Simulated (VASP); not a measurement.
# Al3Ni2 (P-3m1) in VASP: a series of runs, part 2 of 2

VASP 6.6.1.

## 4. Single point, PBEsol (strain -0.050 along x and y, +0.000 along z)

INCAR

```
ALGO     = Fast           # electronic algorithm
EDIFF    = 1E-6           # SCF threshold, eV
ENCUT    = 520            # plane-wave cutoff, eV
GGA      = PS             # functional
ISIF     = 2              # what is computed and relaxed
ISMEAR   = 0              # smearing method
LASPH    = True           # aspherical terms in the spheres
LCHARG   = False          # write CHGCAR
LREAL    = False          # projectors in reciprocal space
LWAVE    = False          # write WAVECAR
NBANDS   = 22             # bands
NELM     = 60             # most SCF steps
PREC     = Accurate       # precision mode
SIGMA    = 0.15           # smearing width, eV
```

KPOINTS

```
k-points
0
Gamma
  12 12 10
```

POSCAR

```
Al3Ni2
1.0
    3.8029826611      0.0000000000      0.0000000000
   -1.9014913305      3.2934795947      0.0000000000
    0.0000000000      0.0000000000      4.8594646107
Al Ni
3 2
Direct
    0.0000000000      0.0000000000      0.0000000000
    0.3333333333      0.6666666667      0.6477829059
    0.6666666667      0.3333333333      0.3522170941
    0.3333333333      0.6666666667      0.1455709067
    0.6666666667      0.3333333333      0.8544290933
```

Command:

```sh
> cat potpaw_PBE.64/Al/POTCAR potpaw_PBE.64/Ni/POTCAR > POTCAR
> mpirun -np 1 vasp_std > vasp.out
```

Wall time 1.8 min (1 thread of Intel Xeon 6975P-C (Granite Rapids), shared host); peak memory 0.31 GiB.

It converged, with:

- Free energy: -27.2422 eV
- Pressure: 18.6 GPa
- Largest force: 0.289 eV/Å
- Band gap on the k mesh: zero (an odd number of electrons rules out a gap without spin polarisation)

Forces in eV/Å, atoms in the order of the input:
```
Al   0.000  0.000  0.000
Al   0.000  0.000 -0.148
Al   0.000  0.000  0.148
Ni   0.000  0.000  0.289
Ni   0.000  0.000 -0.289
```

Stress tensor (GPa, compression positive):
```
22.77  0.00  0.00
 0.00 22.77  0.00
 0.00  0.00 10.12
```

Levels at points of the mesh, in eV from the Fermi level:
| k point | band 12 | band 13 | band 14 | band 15 | band 16 | band 17 | band 18 | band 19 |
| --- | --- | --- | --- | --- | --- | --- | --- | --- |
| (0.00, 0.00, 0.00) | -1.89 | -1.48 | 1.66 | 1.66 | 3.71 | 3.71 | 5.32 | 5.91 |
| (0.50, 0.00, 0.00) | -1.93 | -1.83 | -1.81 | -1.53 | 1.38 | 2.03 | 2.76 | 4.90 |
| (0.00, 0.00, 0.50) | -1.98 | 2.76 | 3.14 | 3.14 | 3.17 | 3.17 | 4.19 | 5.00 |
| (0.50, 0.00, 0.50) | -2.11 | -2.01 | -1.24 | -0.30 | 1.71 | 2.52 | 3.97 | 5.99 |

Caveat: the cell differs from its parent crystal (strain -0.050 along x and y, +0.000 along z); the stress differs along the axes, from 10 to 23 GPa; the PAW data sets were made with another functional, which shifts forces and pressure a little. Spin polarisation is off, so any magnetic state and its effect on volume and gap are missing.

## 5. Single point, PBEsol (strain -0.025 along x and y, -0.050 along z)

INCAR

```
PREC     = Accurate       # precision mode
ENCUT    = 520            # plane-wave cutoff, eV
EDIFF    = 1E-6           # SCF threshold, eV
ISMEAR   = 0              # smearing method
SIGMA    = 0.15           # smearing width, eV
LREAL    = False          # projectors in reciprocal space
LASPH    = True           # aspherical terms in the spheres
NELM     = 100            # most SCF steps
ALGO     = Fast           # electronic algorithm
ISIF     = 2              # what is computed and relaxed
LWAVE    = False          # write WAVECAR
LCHARG   = False          # write CHGCAR
GGA      = PS             # functional
NBANDS   = 22             # bands
```

KPOINTS

```
Automatic mesh
0
Gamma
  12 12 10
```

Edit POSCAR of step 4 so:

```diff
@@ -2,5 +2,5 @@
 1.0
-    3.8029826611      0.0000000000      0.0000000000
-   -1.9014913305      3.2934795947      0.0000000000
-    0.0000000000      0.0000000000      4.8594646107
+    3.9030611522      0.0000000000      0.0000000000
+   -1.9515305761      3.3801501104      0.0000000000
+    0.0000000000      0.0000000000      4.6164913802
 Al Ni
```

Command:

```sh
> cat potpaw_PBE.64/Al/POTCAR potpaw_PBE.64/Ni/POTCAR > POTCAR
> mpirun -np 1 vasp_std > vasp.out
```

Run time: 2.2 min. Hardware: 1 thread of Intel Xeon 6975P-C (Granite Rapids), shared host; peak memory 0.31 GiB.

The run converged. Its results:

```yaml
Free_energy: -27.2888 eV
Pressure: 19.0 GPa
Largest_force: 0.228 eV/Å
Band_gap_on_the_k_mesh: zero (an odd number of electrons rules out a gap without spin polarisation)
```

Forces on the atoms (eV/Å):
```
Al   0.000  0.000  0.000
Al   0.000  0.000 -0.228
Al   0.000  0.000  0.228
Ni   0.000  0.000  0.126
Ni   0.000  0.000 -0.126
```

Stress tensor (GPa, compression positive):
```
15.90  0.00  0.00
 0.00 15.90  0.00
 0.00  0.00 25.21
```

Levels at points of the mesh, in eV from the Fermi level:
```tsv
k point	band 11	band 12	band 13	band 14	band 15	band 16	band 17	band 18	band 19	band 20
(0.00, 0.00, 0.00)	-1.94	-1.88	-1.46	1.20	1.20	3.24	3.24	4.70	5.35	7.50
(0.50, 0.00, 0.00)	-2.30	-2.08	-1.77	-1.63	-1.23	1.68	2.27	2.67	5.15	5.78
(0.00, 0.00, 0.50)	-1.99	-1.99	2.81	2.81	2.89	2.89	3.54	4.66	4.66	4.73
(0.50, 0.00, 0.50)	-2.13	-1.96	-1.95	-1.15	-0.41	1.68	2.21	3.59	7.13	8.33
```

Caveat: the cell differs from its parent crystal (strain -0.025 along x and y, -0.050 along z); the stress differs along the axes, from 16 to 25 GPa; the PAW data sets were made with another functional, which shifts forces and pressure a little.

## 6. Single point, PBEsol (strain -0.050 along x and y, +0.025 along z)

INCAR

```
PREC = Accurate
ENCUT = 520
EDIFF = 1E-7
ISMEAR = 0
SIGMA = 0.15
LREAL = False
LASPH = True
NELM = 60
ALGO = Fast
ISIF = 2
LWAVE = False
LCHARG = False
GGA = PS
NBANDS = 22
```

KPOINTS is that of step 5.

Edit POSCAR of step 5 so:

```diff
@@ -2,5 +2,5 @@
 1.0
-    3.9030611522      0.0000000000      0.0000000000
-   -1.9515305761      3.3801501104      0.0000000000
-    0.0000000000      0.0000000000      4.6164913802
+    3.8029826611      0.0000000000      0.0000000000
+   -1.9014913305      3.2934795947      0.0000000000
+    0.0000000000      0.0000000000      4.9809512260
 Al Ni
```

Potentials or basis: VASP PAW PBE potentials, release 64 (Al, Ni).

Command:

```sh
> cat potpaw_PBE.64/Al/POTCAR potpaw_PBE.64/Ni/POTCAR > POTCAR
> mpirun -np 1 vasp_std > vasp.out
```

It took 2.4 min on 1 thread of Intel Xeon 6975P-C (Granite Rapids), shared host; peak memory 0.31 GiB.

The run converged. Its results:

```
Free energy            : -27.2973 eV
Pressure               : 13.8 GPa
Largest force          : 0.292 eV/Å
Band gap on the k mesh : zero (an odd number of electrons rules out a gap without spin polarisation)
```

Forces on the atoms (eV/Å):
```
Al   0.000  0.000  0.000
Al   0.000  0.000 -0.056
Al   0.000  0.000  0.056
Ni   0.000  0.000  0.292
Ni   0.000  0.000 -0.292
```

Stress tensor (GPa, compression positive):
```
19.71  0.00  0.00
 0.00 19.71  0.00
 0.00  0.00  1.95
```

Levels at points of the mesh, in eV from the Fermi level:
| k point | band 12 | band 13 | band 14 | band 15 | band 16 | band 17 | band 18 | band 19 |
| --- | --- | --- | --- | --- | --- | --- | --- | --- |
| (0.00, 0.00, 0.00) | -1.84 | -1.47 | 1.76 | 1.76 | 3.78 | 3.78 | 5.37 | 5.87 |
| (0.50, 0.00, 0.00) | -1.84 | -1.79 | -1.79 | -1.61 | 1.22 | 1.81 | 2.75 | 4.74 |
| (0.00, 0.00, 0.50) | -1.93 | 2.41 | 3.15 | 3.15 | 3.25 | 3.25 | 3.78 | 5.03 |
| (0.50, 0.00, 0.50) | -2.12 | -1.98 | -1.27 | -0.27 | 1.66 | 2.54 | 3.95 | 5.56 |

Caveat: the cell differs from its parent crystal (strain -0.050 along x and y, +0.025 along z); the stress differs along the axes, from 2 to 20 GPa; the PAW data sets were made with another functional, which shifts forces and pressure a little. Spin polarisation is off, so any magnetic state and its effect on volume and gap are missing.

## 7. Overview

```csv
cell,further INCAR settings,gap on the mesh (eV),pressure (GPa),largest force (eV/Å)
"a = 3.803, b = 3.803, c = 4.616 Å, angles 90.0, 90.0, 120.0°, 5 atoms",ALGO = Fast; EDIFF = 1e-07; NBANDS = 22,none,30.6,0.33
"a = 3.803, b = 3.803, c = 4.738 Å, angles 90.0, 90.0, 120.0°, 5 atoms",ALGO = Fast; EDIFF = 1e-06; NBANDS = 22,none,24.2,0.29
"a = 3.803, b = 3.803, c = 4.859 Å, angles 90.0, 90.0, 120.0°, 5 atoms",ALGO = Fast; EDIFF = 1e-06; NBANDS = 22,none,18.6,0.29
"a = 3.903, b = 3.903, c = 4.616 Å, angles 90.0, 90.0, 120.0°, 5 atoms",ALGO = Fast; EDIFF = 1e-06; NBANDS = 22,none,19.0,0.23
"a = 3.803, b = 3.803, c = 4.981 Å, angles 90.0, 90.0, 120.0°, 5 atoms",ALGO = Fast; EDIFF = 1e-07; NBANDS = 22,none,13.8,0.29
```

Alike in all rows: task single point; level PBEsol; potentials or basis VASP PAW PBE potentials, release 64 (Al, Ni); no spin polarisation; k mesh 12 × 12 × 10; cutoff (eV) 520; smearing gaussian 0.15 eV.

Caveats: the PAW data sets were made with another functional, which shifts forces and pressure a little; the cell stands under pressure (at least some runs); the stress differs along the axes, from 20 to 26 GPa (at least some runs); the stress differs along the axes, from 10 to 23 GPa (at least some runs); the stress differs along the axes, from 16 to 25 GPa (at least some runs); the stress differs along the axes, from 2 to 20 GPa (at least some runs).

Total energies depend on the potentials used, so only differences within one code and one set of settings carry meaning.
